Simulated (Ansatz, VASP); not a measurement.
One calculation of Nb, two programs

Contents of INCAR:

```
  PREC = Accurate
  ENCUT = 520
  EDIFF = 1E-6
  ISMEAR = -1
  SIGMA = 0.1
  LREAL = F
  LASPH = T
  NELM = 60
  ALGO = Normal
  ISIF = 2
  LWAVE = F
  LCHARG = F
  GGA = PE
  NBANDS = 20
```

The input KPOINTS:

```
regular mesh
0
Gamma
  21 21 10
```

The input POSCAR:

```
Nb
1.0
    2.7914344097      0.0000000000      0.0000000000
   -1.3957172049      2.4174531118      0.0000000000
    0.0000000000      0.0000000000      5.0981519264
Nb
2
Direct
    0.3333333333      0.6666666667      0.2500000000
    0.6666666667      0.3333333333      0.7500000000
```

Input for Ansatz:

```yaml
crystal:
  lattice:
    - [2.7914344097, 0.0, 0.0]
    - [-1.3957172049, 2.4174531118, 0.0]
    - [0.0, 0.0, 5.0981519264]
  atoms:
    - { symbol: Nb, position: [0.3333333333, 0.6666666667, 0.25] }
    - { symbol: Nb, position: [0.6666666667, 0.3333333333, 0.75] }
hamiltonian:
  xc: pbe
  pseudopotentials:
    kind: paw
    azcp:
      Nb: "pseudopotentials/Nb.paw.azcp"
basis:
  ecutwfc: 420
  fft_grid_basis: typed
kpoints:
  mp_grid: { grid: [21, 21, 10], shift: [0, 0, 0] }
magnetization:
  spin_polarized: false
scf:
  occupations: { method: fermi_dirac, width: 0.1 }
output:
  stress: true
```

Alike in both runs: task single point; functional PBE; k mesh 21 × 21 × 10; occupations fermi-dirac, width 0.1 eV; no spin polarisation.

|  | VASP | Ansatz |
| --- | --- | --- |
| version | VASP 6.6.1 | Ansatz 0.2.0 |
| potentials or method | VASP PAW PBE potentials, release 64 (Nb_sv), cutoff 520 eV | plane waves (420 eV) with PAW, scalar-relativistic |
| valence electrons in the cell | 26 | 26 |

```tsv
	VASP	Ansatz	Ansatz less VASP
pressure (GPa)	15.3	15.6	+0.35
traceless stress, the component that is largest in VASP (GPa)	-0.70	-0.67	+0.033
```
